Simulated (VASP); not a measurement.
Runs of VASP 6.6.1 on Ti. The structure is that of space group P6_3/mmc (No. 194), or close to it. The cells are those of the table. 

```tsv
task	cell	k mesh	cutoff (eV)	gap on the mesh (eV)	pressure (GPa)	relaxed volume (Å³/atom)
relaxation of cell and atoms	relaxed from a = 2.936, b = 2.936, c = 4.641 Å, angles 90.0, 90.0, 120.0°, 2 atoms	9 × 9 × 4	600	none	-0.1	16.09
single point	a = 2.936, b = 2.936, c = 4.641 Å, angles 90.0, 90.0, 120.0°, 2 atoms	9 × 9 × 4	520	none	-8.3	-
relaxation of cell and atoms	relaxed from a = 2.867, b = 2.867, c = 4.520 Å, angles 90.0, 90.0, 120.0°, 2 atoms	18 × 18 × 10	600	none	0.0	16.08
single point	a = 2.867, b = 2.867, c = 4.520 Å, angles 90.0, 90.0, 120.0°, 2 atoms	9 × 9 × 4	520	none	0.0	-
single point	a = 2.864, b = 2.864, c = 4.535 Å, angles 90.0, 90.0, 120.0°, 2 atoms	18 × 18 × 10	520	none	(a)	-
```

Alike in all rows: level LDA; potentials or basis VASP PAW LDA potentials, release 64 (Ti_sv); no spin polarisation; smearing gaussian 0.1 eV.

**Question.** Estimate the missing entries.

**Answer.** (a) -0.4.

A gap of «none» marks levels without a gap at the run's occupations.
